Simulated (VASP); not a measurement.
Set up this calculation in VASP 6.6.1, as the native input.

| Item | Value |
| --- | --- |
| Task | single point |
| Functional | PBEsol |
| Potentials or basis | VASP PAW PBE potentials, release 64 (Ba_sv, Ti_sv, O) |
| Cutoff | 520 eV |
| k mesh | 7 × 7 × 7 |
| Occupations | fermi-dirac, width 0.05 eV |
| Spin | no spin polarisation |
| Dipole correction | no |
| Further INCAR settings | ALGO = Normal; EDIFF = 1e-06; NBANDS = 28 |

The structure of BaTiO3 lies in POSCAR:

```
BaTiO3
1.0
    2.8828192476      1.6643964686      2.3638637331
   -2.8828192476      1.6643964686      2.3638637331
    0.0000000000     -3.3287929373      2.3638637331
Ba Ti O
1 1 3
Direct
    0.0000000000      0.0000000000      0.0000000000
    0.4845000000      0.4845000000      0.4845000000
    0.5086000000      0.0175000000      0.5086000000
    0.0175000000      0.5086000000      0.5086000000
    0.5086000000      0.5086000000      0.0175000000
```

This cell differs from its parent crystal: volume scaled by 1.06.

The input as run:

INCAR

```
PREC     = Accurate       # precision mode
ENCUT    = 520            # plane-wave cutoff, eV
EDIFF    = 1E-6           # SCF threshold, eV
ISMEAR   = -1             # smearing method
SIGMA    = 0.05           # smearing width, eV
LREAL    = False          # projectors in reciprocal space
LASPH    = True           # aspherical terms in the spheres
NELM     = 60             # most SCF steps
ALGO     = Normal         # electronic algorithm
ISIF     = 2              # what is computed and relaxed
LWAVE    = False          # write WAVECAR
LCHARG   = False          # write CHGCAR
GGA      = PS             # functional
NBANDS   = 28             # bands
```

KPOINTS

```
Automatic mesh
0
Gamma
  7 7 7
```

Potentials or basis: VASP PAW PBE potentials, release 64 (Ba_sv, Ti_sv, O).

Run with:

```console
$ cat potpaw_PBE.64/Ba_sv/POTCAR potpaw_PBE.64/Ti_sv/POTCAR potpaw_PBE.64/O/POTCAR > POTCAR
$ mpirun -np 1 vasp_std > vasp.out
```

Results of the run:

```json
{"Pressure": "-8.3 GPa", "Largest force": "0.439 eV/Å", "Band gap on the k mesh": "2.25 eV, indirect (least direct gap 2.63 eV)"}
```

Caveat: the PAW data sets were made with another functional, which shifts forces and pressure a little; spin-orbit coupling is left out, which moves the levels of the heavy elements.

Run time: 2.4 min on 1 thread of AMD EPYC 7R13, with other jobs on the host, peak memory 0.2 GiB.
